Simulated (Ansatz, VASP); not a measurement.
# One calculation of F, two programs

```
F
1.0
     3.18498   -1.83051   -0.24565
     3.18498    1.83051   -0.24565
    -2.39486    0.00000    7.33071
F
4
Direct
  0.08485 0.08485 0.10599
  0.91515 0.91515 0.89401
  0.50157 0.50157 0.59372
  0.49843 0.49843 0.40628
```

Alike in both runs: task single point; functional PBEsol; k mesh 4 × 4 × 2; occupations gaussian, width 0.05 eV; no spin polarisation.

```csv
,VASP,Ansatz
version,VASP 6.6.1,Ansatz 0.2.0
potentials or method,"VASP PAW PBE potentials, release 64 (F), cutoff 520 eV","scalar-relativistic, plane waves, PAW"
valence electrons in the cell,28,28
```

```tsv
	VASP	Ansatz	Ansatz less VASP
gap on the k mesh at the Fermi level (eV)	1.58	1.62	+0.040
least direct gap on the mesh (eV)	1.66	1.70	+0.041
pressure (GPa)	-5.1	-5.2	-0.04
traceless stress, the component that is largest in VASP (GPa)	-7.34	-8.19	-0.853
rms of the force components (eV/Å)	1.476	1.574	+0.0979
```

VASP's potentials were made for PBE, not for PBEsol. Atom by atom the forces differ by 0.158 eV/Å (rms over components). The functional is the same, so the differences come from potentials, cutoffs and numerics.

The k mesh is coarse, so the values compare programs but aren't converged.
